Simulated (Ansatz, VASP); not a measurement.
One calculation of Ir, two programs

File INCAR:

```
PREC = Accurate
ENCUT = 600
EDIFF = 1E-6
ISMEAR = 0
SIGMA = 0.15
LREAL = False
LASPH = True
NELM = 60
ALGO = Normal
ISIF = 3
LWAVE = False
LCHARG = False
GGA = PS
IBRION = 2
NSW = 80
EDIFFG = -0.01
```

File KPOINTS:

```
Automatic mesh
0
Gamma
  10 10 5
```

File POSCAR:

```
Ir
1.0
    2.7513778900      0.0000000000      0.0000000000
   -1.3756889500      2.3827631500      0.0000000000
    0.0000000000      0.0000000000      4.4622900000
Ir
2
Direct
    0.6666666720      0.3333333319      0.7500000000
    0.3333333337      0.6666666723      0.2500000000
```

Input for Ansatz:

```yaml
crystal:
  lattice:
    - [2.75137789, 0.0, 0.0]
    - [-1.37568895, 2.38276315, 0.0]
    - [0.0, 0.0, 4.46229]
  atoms:
    - { symbol: Ir, position: [0.6666666720247695, 0.33333333193439724, 0.75] }
    - { symbol: Ir, position: [0.3333333337081771, 0.6666666722624109, 0.25] }
basis:
  ecutwfc: 420.0
  xc_grid: 1
kpoints:
  mp_grid:
    grid: [10, 10, 5]
    shift: [0.0, 0.0, 0.0]
hamiltonian:
  xc: pbesol
  dispersion: none
scf:
  max_iter: 150
  n_extra_bands: 16
  self_checks: high
  convergence:
    dr2_threshold: 1.0e-08
  occupations:
    method: gaussian
    width: 0.15
  eigensolver:
    kind: auto
    mixed_precision: false
relax:
  cell: {}
```

Alike in both runs: task relaxation of cell and atoms; functional PBEsol; k mesh 10 × 10 × 5; occupations gaussian, width 0.15 eV; no spin polarisation.

|  | VASP | Ansatz |
| --- | --- | --- |
| version | VASP 6.6.1 | Ansatz 0.2.0 |
| potentials or method | VASP PAW PBE potentials, release 64 (Ir), cutoff 600 eV | plane waves, PAW |
| valence electrons in the cell | 18 | 34 |

Ansatz gave:

| Quantity | Value |
| --- | --- |
| gap on the k mesh at the Fermi level, each at its own relaxed structure (eV) | none |
| relaxed volume (Å³/atom) | 14.12 |
| relaxed cell length with the largest relative difference (Å) | 2.707 |

Question: Which values does VASP return?

Answer: gap on the k mesh at the Fermi level, each at its own relaxed structure (eV): none; relaxed volume (Å³/atom): 14.16; relaxed cell length with the largest relative difference (Å): 2.710.

VASP's potentials were made for PBE, not for PBEsol. A gap of «none» marks a metal or a gap that the smearing closes. VASP's potentials hold 18 valence electrons a cell and Ansatz's 34, so a difference there can come from the potentials and not from the codes. Ansatz's warnings: stress scf threshold loose.

Spin-orbit coupling is off throughout.
